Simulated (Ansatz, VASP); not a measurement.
**One calculation of SiGe3, two programs**

```xyz
4
Lattice="-2.6603 2.6603 2.6604 2.6603 -2.6603 2.6604 2.6603 2.6603 -2.6604" Properties=species:S:1:pos:R:3 pbc="T T T"
Si    0.0000    0.0000    1.8444
Ge    2.6603    0.0000    1.8463
Ge    0.0000    2.6603    1.8463
Ge    0.0000    0.0000    4.5024
```

Alike in both runs: functional PBE; k mesh 5 × 5 × 5; occupations gaussian, width 0.2 eV; no spin polarisation.

Ansatz relaxed the structure, and its values are those at the end. VASP's run is a single point on that final structure, the one shown.

```csv
,VASP,Ansatz
version,VASP 6.6.1,Ansatz 0.2.0
potentials or method,"VASP PAW PBE potentials, release 64 (Si, Ge_d), cutoff 500 eV","scalar-relativistic, plane waves, PAW"
valence electrons in the cell,46,46
```

|  | VASP | Ansatz | Ansatz less VASP |
| --- | --- | --- | --- |
| gap on the k mesh at the Fermi level (eV) | none | none | - |
| pressure (GPa) | -0.2 | 0.0 | +0.22 |

A gap of «none» marks a metal or a gap that the smearing closes. The functional is the same, so the differences come from potentials, cutoffs and numerics.
